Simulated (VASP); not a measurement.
Crystal: InP (zincblende type).

```
In P
1.0
     0.00000    2.97988    2.97988
     2.97988    0.00000    2.97988
     2.97988    2.97988    0.00000
In P
1 1
Direct
  0.00000 0.00000 0.00000
  0.25000 0.25000 0.25000
```

Base run:

```yaml
Program: VASP 6.6.1
Functional: r2SCAN
Potentials_or_basis: VASP PAW PBE potentials, release 64 (In_d, P)
Cutoff: 520 eV
k_mesh: 12 × 12 × 12
Occupations: fermi-dirac, width 0.08 eV
Spin: no spin polarisation
```

Its results: band gap on the k mesh 0.88 eV, direct; pressure -1.8 GPa.

Question: The run is repeated on the same cell with these changes: functional from r2SCAN to PBEsol. What comes out?

Answer: Band gap on the k mesh 0.35 eV, direct; pressure -2.5 GPa.

r2SCAN gives the wider gap, since meta-GGAs in the generalised Kohn-Sham scheme recover part of the derivative discontinuity.

Caveats: the PAW data sets were made with another functional, which shifts forces and pressure a little; spin-orbit coupling is left out, which moves the levels of the heavy elements.

